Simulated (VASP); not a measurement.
# Al (P6_3/mmc) in VASP: notebook

Al is run at these levels: PBEsol, PBEsol+D3(BJ), PBEsol+D4; tasks: single point, relaxation of cell and atoms.

All numbers are computed with VASP 6.6.1; they aren't measurements. Logs are shortened: lines on timing, memory, paths and dates and some standing lists are left out, and cuts for length are marked.

## 1. The cell of the first run

It takes space group P6_3/mmc (No. 194, hexagonal). The conventional cell has a = 2.831 Å, b = 2.831 Å, c = 4.899 Å, α = 90.00°, β = 90.00°, γ = 120.00°. Within 3.7 Å of Al (site symmetry -6m2) lie 12 Al at 2.83 to 2.94 Å.

## 2. Single point, PBEsol (volume scaled by 1.02)

Input file INCAR:

```
SYSTEM = Al
PREC     = Accurate       ! precision mode
ENCUT    = 520            ! plane-wave cutoff, eV
EDIFF    = 1E-6           ! SCF threshold, eV
ISMEAR   = -1             ! smearing method
SIGMA    = 0.05           ! smearing width, eV
LREAL    = .False.        ! projectors in reciprocal space
LASPH    = .True.         ! aspherical terms in the spheres
NELM     = 80             ! most SCF steps
ALGO     = Normal         ! electronic algorithm
ISIF     = 2              ! what is computed and relaxed
LWAVE    = .False.        ! write WAVECAR
LCHARG   = .False.        ! write CHGCAR
GGA      = PS             ! functional
NBANDS   = 10             ! bands
```

Input file KPOINTS:

```
regular mesh
0
Gamma
  11 11 6
  0 0 0
```

Input file POSCAR:

```
Al
1.0
    2.8310814264      0.0000000000      0.0000000000
   -1.4155407132      2.4517884355      0.0000000000
    0.0000000000      0.0000000000      4.8990817340
Al
2
Direct
    0.3333333333      0.6666666667      0.2500000000
    0.6666666667      0.3333333333      0.7500000000
```

Potentials or basis: VASP PAW PBE potentials, release 64 (Al).

Run with:

```bash
$ cat potpaw_PBE.64/Al/POTCAR > POTCAR
$ mpirun -np 1 vasp_std > vasp.out
```

OUTCAR:

```text
SYSTEM = Al
   PREC = Accurate
   ENCUT = 520
   EDIFF = 1E-6
   ISMEAR = -1
   LREAL = .False.
   LASPH = .True.
   NELM = 80
   ISIF = 2
   GGA = PS

 ion  position               nearest neighbor table
   1  0.333  0.667  0.250-   2 2.94   2 2.94   2 2.94   2 2.94   2 2.94   2 2.94
   2  0.667  0.333  0.750-   1 2.94   1 2.94   1 2.94   1 2.94   1 2.94   1 2.94

  LATTYP: Found a hexagonal cell.
 ALAT       =     2.8310814264
 C/A-ratio  =     1.7304630267

  Lattice vectors:

 A1 = (   2.8310814264,   0.0000000000,   0.0000000000)
 A2 = (  -1.4155407132,   2.4517884355,   0.0000000000)
 A3 = (   0.0000000000,   0.0000000000,   4.8990817340)

Analysis of symmetry for initial positions (statically):
=====================================================================
 Subroutine PRICEL returns:
 Original cell was already a primitive cell.

 Routine SETGRP: Setting up the symmetry group for a
 hexagonal supercell.

 Subroutine GETGRP returns: Found 24 space group operations
 (whereof 12 operations were pure point group operations)
 out of a pool of 24 trial point group operations.

The static configuration has the point symmetry D_3d.
 The point group associated with its full space group is D_6h.

Analysis of symmetry for dynamics (positions and initial velocities):
=====================================================================
 Subroutine PRICEL returns:
 Original cell was already a primitive cell.

 Routine SETGRP: Setting up the symmetry group for a
 hexagonal supercell.

 Subroutine GETGRP returns: Found 24 space group operations
 (whereof 12 operations were pure point group operations)
 out of a pool of 24 trial point group operations.

The dynamic configuration has the point symmetry D_3d.
 The point group associated with its full space group is D_6h.

 Subroutine INISYM returns: Found 24 space group operations
 (whereof 12 operations are pure point group operations),
 and found     1 'primitive' translations

----------------------------------------------------------------------------------------

                                     Primitive cell

  volume of cell :      34.0056

  direct lattice vectors                    reciprocal lattice vectors
     2.831081426  0.000000000  0.000000000     0.353221914  0.203932767  0.000000000
    -1.415540713  2.451788436  0.000000000     0.000000000  0.407865534  0.000000000
     0.000000000  0.000000000  4.899081734     0.000000000  0.000000000  0.204119885

  length of vectors
     2.831081426  2.831081426  4.899081734     0.407865534  0.407865534  0.204119885

  position of ions in fractional coordinates (direct lattice)
     0.333333333  0.666666667  0.250000000
     0.666666667  0.333333333  0.750000000

  ion indices of the primitive-cell ions
   primitive index   ion index
                 1           1
                 2           2

----------------------------------------------------------------------------------------

 KPOINTS: regular mesh

Automatic generation of k-mesh.
 Grid dimensions read from file:
 generate k-points for:   11   11    6

 Generating k-lattice:

  Cartesian coordinates                     Fractional coordinates (reciprocal lattice)
     0.032111083  0.018539342  0.000000000     0.090909091  0.000000000  0.000000000
     0.000000000  0.037078685  0.000000000     0.000000000  0.090909091  0.000000000
     0.000000000  0.000000000  0.034019981     0.000000000  0.000000000  0.166666667

  Length of vectors
     0.037078685  0.037078685  0.034019981

  Shift w.r.t. Gamma in fractional coordinates (k-lattice)
     0.000000000  0.000000000  0.000000000

 Subroutine IBZKPT returns following result:
 ===========================================

 Found     64 irreducible k-points:

 Following reciprocal coordinates:
            Coordinates               Weight
  0.000000  0.000000  0.000000      1.000000
  0.090909  0.000000  0.000000      6.000000
  0.181818 -0.000000  0.000000      6.000000
  0.272727  0.000000  0.000000      6.000000
  0.363636  0.000000  0.000000      6.000000
[... 47 lines left out ...]
      1      -3.2885      2.00000
      2       2.6116      2.00000
      3       2.8925      2.00000
      4      18.6860      0.00000
      5      18.8813      0.00000
      6      18.8813      0.00000
      7      19.1562      0.00000
      8      19.1562      0.00000
      9      19.7883      0.00000
     10      22.1468      0.00000

 k-point     2 :       0.0909    0.0000    0.0000
  band No.  band energies     occupation
      1      -3.0852      2.00000
      2       2.8112      2.00000
      3       3.0826      2.00000
      4      15.8730      0.00000
      5      17.2757      0.00000
      6      18.2531      0.00000
      7      19.6137      0.00000
      8      19.8670      0.00000
      9      21.0726      0.00000
     10      21.2469      0.00000

 k-point     3 :       0.1818   -0.0000    0.0000
  band No.  band energies     occupation
      1      -2.4770      2.00000
      2       3.4047      2.00000
      3       3.6529      2.00000
      4      12.4820      0.00000
      5      15.8901      0.00000
      6      16.8587      0.00000
      7      17.9412      0.00000
      8      18.1884      0.00000
      9      20.5727      0.00000
     10      20.6078      0.00000

 k-point     4 :       0.2727    0.0000    0.0000
  band No.  band energies     occupation
      1      -1.4691      2.00000
      2       4.3702      2.00000
      3       4.6029      2.00000
      4       9.3361      0.00000
      5      14.4908      0.00000
      6      14.8527      0.00000
      7      15.0954      0.00000
      8      16.5519      0.00000
      9      19.7018      0.00000
     10      20.6231      0.00000
[... 222 lines left out ...]
 k-point    22 :       0.4545    0.0000    0.1667
  band No.  band energies     occupation
      1       1.8679      2.00000
      2       3.9674      2.00000
      3       5.8805      2.00000
      4       7.8760      0.02471
      5       9.7723      0.00000
      6      11.7312      0.00000
      7      13.9642      0.00000
      8      15.4796      0.00000
      9      17.4676      0.00000
     10      19.2229      0.00000

 k-point    23 :       0.0909    0.0909    0.1667
  band No.  band energies     occupation
      1      -2.5091      2.00000
      2       1.5189      2.00000
      3       5.4536      2.00000
      4      14.3127      0.00000
      5      14.4817      0.00000
      6      16.7128      0.00000
      7      18.0894      0.00000
      8      18.1456      0.00000
      9      20.5173      0.00000
     10      20.8346      0.00000

 k-point    24 :       0.1818    0.0909    0.1667
  band No.  band energies     occupation
      1      -1.7019      2.00000
      2       2.3033      2.00000
      3       6.2035      2.00000
      4      11.1529      0.00000
      5      13.1042      0.00000
      6      14.9464      0.00000
      7      16.7584      0.00000
      8      17.3686      0.00000
      9      18.7309      0.00000
     10      19.9572      0.00000

 [... further k-points ...]

------------------------ aborting loop because EDIFF is reached ----------------------------------------

  FORCE on cell =-STRESS in cart. coord.  units (eV):
  Direction    XX          YY          ZZ          XY          YZ          ZX
  --------------------------------------------------------------------------------------
  -------------------------------------------------------------------------------------
  Total       -0.2780446     -0.2780446     -1.1554860      0.0000000      0.0000000      0.0000000
  in kB      -13.1001128    -13.1001128    -54.4408903      0.0000000      0.0000000      0.0000000
  external PRESSURE =     -26.8803720 kB  Pullay stress =       0.0000000 kB

 VOLUME and BASIS-vectors are now :
 -----------------------------------------------------------------------------
  energy-cutoff  :      520.00
  volume of cell :       34.01
      direct lattice vectors                 reciprocal lattice vectors
     2.831081426  0.000000000  0.000000000     0.353221914  0.203932767  0.000000000
    -1.415540713  2.451788436  0.000000000     0.000000000  0.407865534  0.000000000
     0.000000000  0.000000000  4.899081734     0.000000000  0.000000000  0.204119885

 POSITION                                       TOTAL-FORCE (eV/Angst)
 -----------------------------------------------------------------------------------
     -0.00000      1.63453      1.22477        -0.000000     -0.000000      0.000000
      1.41554      0.81726      3.67431         0.000000      0.000000      0.000000
 -----------------------------------------------------------------------------------
    total drift:                                0.000000     -0.000000     -0.000000

  FREE ENERGIE OF THE ION-ELECTRON SYSTEM (eV)
  ---------------------------------------------------
  free  energy   TOTEN  =        -8.1149344982 eV

  energy  without entropy=       -8.1101789831  energy(sigma->0) =       -8.11255674
```

Run time: 7.5 s. Hardware: 1 thread of Intel Xeon Platinum 8488C (Sapphire Rapids), shared host; peak memory 0.15 GiB.

What came out:

| Property | Result |
| --- | --- |
| Free energy | -8.1149 eV |
| Pressure | -2.7 GPa |
| Band gap on the k mesh | zero (band 3 reaches 11.06 eV, above the bottom of band 4 at 4.72 eV) |

Levels at points of the mesh, in eV from the Fermi level:
| k point | band 1 | band 2 | band 3 | band 4 | band 5 | band 6 | band 7 |
| --- | --- | --- | --- | --- | --- | --- | --- |
| (0.00, 0.00, 0.00) | -10.95 | -5.05 | -4.76 | 11.03 | 11.22 | 11.22 | 11.50 |
| (0.00, 0.00, 0.50) | -9.41 | -9.41 | 2.33 | 2.33 | 12.30 | 12.30 | 12.30 |

Caveat: the cell differs from its parent crystal (volume scaled by 1.02); the PAW data sets were made with another functional, which shifts forces and pressure a little.

## 3. Relaxation of cell and atoms, PBEsol+D3(BJ)

This run uses another cell than the first one, of 16.67 Å³/atom, 0.980 times its volume.

Input file INCAR:

```
PREC     = Accurate       # precision mode
ENCUT    = 600            # plane-wave cutoff, eV
EDIFF    = 1E-6           # SCF threshold, eV
ISMEAR   = -1             # smearing method
SIGMA    = 0.05           # smearing width, eV
LREAL    = F              # projectors in reciprocal space
LASPH    = T              # aspherical terms in the spheres
NELM     = 60             # most SCF steps
ALGO     = Fast           # electronic algorithm
ISIF     = 3              # what is computed and relaxed
LWAVE    = F              # write WAVECAR
LCHARG   = F              # write CHGCAR
GGA      = PS             # functional
IVDW     = 12             # dispersion correction
IBRION   = 2              # ionic algorithm
NSW      = 60             # ionic steps
EDIFFG   = -0.01          # ionic threshold
```

Input file KPOINTS:

```
Automatic mesh
0
Gamma
  11 11 6
```

Input file POSCAR:

```
Al
1.0
    2.8124553515      0.0000000000      0.0000000000
   -1.4062276757      2.4356577814      0.0000000000
    0.0000000000      0.0000000000      4.8668500000
Al
2
Direct
    0.3333333333      0.6666666667      0.2500000000
    0.6666666667      0.3333333333      0.7500000000
```

Potentials or basis: VASP PAW PBE potentials, release 64 (Al).

Run with:

```bash
$ cat potpaw_PBE.64/Al/POTCAR > POTCAR
$ mpirun -np 1 vasp_std > vasp.out
```

It took 51 s on 1 thread of Intel Xeon Platinum 8488C (Sapphire Rapids), shared host; peak memory 0.17 GiB.

It converged, with:

- Free energy: -8.8008 eV
- Relaxed volume: 15.69 Å³/atom
- Relaxed cell: a = 2.799 Å, b = 2.799 Å, c = 4.626 Å, α = 90.00°, β = 90.00°, γ = 120.00°
- Space group after relaxing (to 0.05 Å): P6_3/mmc (No. 194)
- Energy gained by relaxing: 24.6 meV/atom
- Ionic steps: 7
- Pressure after relaxing: 0.0 GPa
- Band gap on the k mesh: zero (band 3 reaches 12.51 eV, above the bottom of band 4 at 5.38 eV)
- Dispersion energy per atom: -0.334 eV

Step by step:
| step | energy change (eV) | largest force (eV/Å) | pressure (GPa) | volume (Å³) |
| --- | --- | --- | --- | --- |
| 1 | 0.0000 | 0.0000 | -4.36 | 33.34 |
| 2 | -0.0416 | 0.0000 | 0.67 | 31.19 |
| 3 | -0.0418 | 0.0000 | 1.07 | 31.05 |
| 4 | -0.0479 | 0.0000 | 0.87 | 31.09 |
| 5 | -0.0483 | 0.0000 | 0.88 | 31.08 |
| 6 | -0.0491 | 0.0000 | -0.20 | 31.46 |
| 7 | -0.0492 | 0.0000 | 0.00 | 31.39 |

Final structure:
```
Al
1.0
     2.79921    0.00000    0.00000
    -1.39961    2.42419    0.00000
     0.00000    0.00000    4.62571
Al
2
Direct
  0.33333 0.66667 0.25000
  0.66667 0.33333 0.75000
```

Levels at points of the mesh, in eV from the Fermi level:
```csv
k point,band 1,band 2,band 3,band 4,band 5,band 6
"(0.00, 0.00, 0.00)",-11.50,-4.88,-4.61,11.16,11.16,11.38
"(0.00, 0.00, 0.50)",-9.78,-9.78,3.30,3.30,12.25,12.25
```

Caveat: the PAW data sets were made with another functional, which shifts forces and pressure a little; pairwise dispersion overbinds metals, which lowers pressure and volume.

## 4. Relaxation of cell and atoms, PBEsol+D4

This run uses another cell than the first one, of 16.67 Å³/atom, 0.980 times its volume.

Input file INCAR:

```
SYSTEM = Al
ALGO     = Normal         ! electronic algorithm
EDIFF    = 1E-6           ! SCF threshold, eV
EDIFFG   = -0.01          ! ionic threshold
ENCUT    = 600            ! plane-wave cutoff, eV
GGA      = PS             ! functional
IBRION   = 2              ! ionic algorithm
ISIF     = 3              ! what is computed and relaxed
ISMEAR   = -1             ! smearing method
IVDW     = 13             ! dispersion correction
LASPH    = .True.         ! aspherical terms in the spheres
LCHARG   = .False.        ! write CHGCAR
LREAL    = .False.        ! projectors in reciprocal space
LWAVE    = .False.        ! write WAVECAR
NELM     = 80             ! most SCF steps
NSW      = 60             ! ionic steps
PREC     = Accurate       ! precision mode
SIGMA    = 0.05           ! smearing width, eV
```

Input file KPOINTS:

```
k-points
0
Gamma
  11 11 6
  0 0 0
```

POSCAR is that of step 3.

Run with:

```bash
$ cat potpaw_PBE.64/Al/POTCAR > POTCAR
$ mpirun -np 1 vasp_std > vasp.out
```

Run time: 45 s. Hardware: 1 thread of Intel Xeon Platinum 8488C (Sapphire Rapids), shared host; peak memory 0.16 GiB.

It converged, with:

| Quantity | Value |
| --- | --- |
| Free energy | -8.5545 eV |
| Relaxed volume | 15.95 Å³/atom |
| Relaxed cell | a = 2.814 Å, b = 2.814 Å, c = 4.652 Å, α = 90.00°, β = 90.00°, γ = 120.00° |
| Space group after relaxing (to 0.05 Å) | P6_3/mmc (No. 194) |
| Energy gained by relaxing | 17.5 meV/atom |
| Ionic steps | 7 |
| Pressure after relaxing | 0.0 GPa |
| Band gap on the k mesh | zero (band 3 reaches 12.30 eV, above the bottom of band 4 at 5.22 eV) |
| Dispersion energy per atom | -0.207 eV |

The path:
| step | energy change (eV) | largest force (eV/Å) | pressure (GPa) | volume (Å³) |
| --- | --- | --- | --- | --- |
| 1 | 0.0000 | 0.0000 | -3.09 | 33.34 |
| 2 | -0.0279 | 0.0000 | 0.36 | 31.81 |
| 3 | -0.0290 | 0.0000 | 1.44 | 31.41 |
| 4 | -0.0321 | 0.0000 | 1.06 | 31.53 |
| 5 | -0.0334 | 0.0000 | 1.15 | 31.49 |
| 6 | -0.0349 | 0.0000 | -0.24 | 32.00 |
| 7 | -0.0349 | 0.0000 | 0.00 | 31.91 |

Final structure:
```
Al
1.0
     2.81423    0.00000    0.00000
    -1.40712    2.43720    0.00000
     0.00000    0.00000    4.65174
Al
2
Direct
  0.33333 0.66667 0.25000
  0.66667 0.33333 0.75000
```

Levels at points of the mesh, in eV from the Fermi level:
```tsv
k point	band 1	band 2	band 3	band 4	band 5	band 6	band 7
(0.00, 0.00, 0.00)	-11.38	-4.81	-4.59	11.03	11.03	11.29	11.29
(0.00, 0.00, 0.50)	-9.68	-9.68	3.26	3.26	12.15	12.15	12.15
```

Caveat: the PAW data sets were made with another functional, which shifts forces and pressure a little; pairwise dispersion overbinds metals, which lowers pressure and volume.

## 5. Relaxation of cell and atoms, PBEsol, target pressure 2 GPa, at which the enthalpy is minimised

This run uses another cell than the first one, of 16.67 Å³/atom, 0.980 times its volume.

Input file INCAR:

```
PREC = Accurate
ENCUT = 600
EDIFF = 1E-7
ISMEAR = -1
SIGMA = 0.05
LREAL = False
LASPH = True
NELM = 80
ALGO = Fast
ISIF = 3
LWAVE = False
LCHARG = False
GGA = PS
IBRION = 2
NSW = 60
EDIFFG = -0.01
PSTRESS = 20.0
```

Input file KPOINTS:

```
Automatic mesh
0
Gamma
  11 11 6
```

POSCAR is that of step 4.

Run with:

```bash
$ cat potpaw_PBE.64/Al/POTCAR > POTCAR
$ mpirun -np 1 vasp_std > vasp.out
```

Wall time 57 s (1 thread of Intel Xeon Platinum 8488C (Sapphire Rapids), shared host); peak memory 0.16 GiB.

It converged, with:

```yaml
Free_energy: -8.1412 eV
Relaxed_volume: 15.95 Å³/atom
Relaxed_cell: a = 2.814 Å, b = 2.814 Å, c = 4.651 Å, α = 90.00°, β = 90.00°, γ = 120.00°
Space_group_after_relaxing_to_0.05_Å: P6_3/mmc (No. 194)
Energy_change_on_relaxing_the_enthalpy_is_what_falls: -8.9 meV/atom
Ionic_steps: 7
Pressure_after_relaxing: 2.0 GPa
Band_gap_on_the_k_mesh: zero (band 3 reaches 12.31 eV, above the bottom of band 4 at 5.22 eV)
```

The path:
```tsv
step	energy change (eV)	largest force (eV/Å)	pressure (GPa)	volume (Å³)
1	0.0000	0.0000	-1.28	33.34
2	-0.0083	0.0000	2.60	31.71
3	-0.0055	0.0000	3.36	31.45
4	-0.0110	0.0000	3.05	31.53
5	-0.0117	0.0000	3.10	31.51
6	-0.0190	0.0000	1.72	31.99
7	-0.0178	0.0000	2.00	31.89
```

Final structure:
```
Al
1.0
     2.81398    0.00000    0.00000
    -1.40699    2.43698    0.00000
     0.00000    0.00000    4.65067
Al
2
Direct
  0.33333 0.66667 0.25000
  0.66667 0.33333 0.75000
```

Levels at points of the mesh, in eV from the Fermi level:
```
           k point  band 1  band 2  band 3  band 4  band 5  band 6
(0.00, 0.00, 0.00)  -11.38   -4.81   -4.59   11.03   11.03   11.29
(0.00, 0.00, 0.50)   -9.68   -9.68    3.27    3.27   12.15   12.15
```

Caveat: the cell is relaxed towards a set pressure, so the enthalpy falls and the energy may rise; the PAW data sets were made with another functional, which shifts forces and pressure a little.

## 6. The runs side by side

| task | level | cell | cutoff (eV) | gap on the mesh (eV) | pressure (GPa) | relaxed volume (Å³/atom) |
| --- | --- | --- | --- | --- | --- | --- |
| single point | PBEsol | a = 2.831, b = 2.831, c = 4.899 Å, angles 90.0, 90.0, 120.0°, 2 atoms | 520 | none | -2.7 | - |
| relaxation of cell and atoms | PBEsol+D3(BJ) | relaxed from a = 2.812, b = 2.812, c = 4.867 Å, angles 90.0, 90.0, 120.0°, 2 atoms | 600 | none | 0.0 | 15.69 |
| relaxation of cell and atoms | PBEsol+D4 | relaxed from a = 2.812, b = 2.812, c = 4.867 Å, angles 90.0, 90.0, 120.0°, 2 atoms | 600 | none | 0.0 | 15.95 |
| relaxation of cell and atoms | PBEsol | relaxed to 2 GPa from a = 2.812, b = 2.812, c = 4.867 Å, angles 90.0, 90.0, 120.0°, 2 atoms | 600 | none | 2.0 | - |

Alike in all rows: potentials or basis VASP PAW PBE potentials, release 64 (Al); no spin polarisation; k mesh 11 × 11 × 6; smearing fermi-dirac 0.05 eV.

Caveats: the PAW data sets were made with another functional, which shifts forces and pressure a little; pairwise dispersion overbinds metals, which lowers pressure and volume (some runs); the cell is relaxed towards a set pressure, so the enthalpy falls and the energy may rise (some runs).

Absolute energies hang on the potentials; compare differences alone.
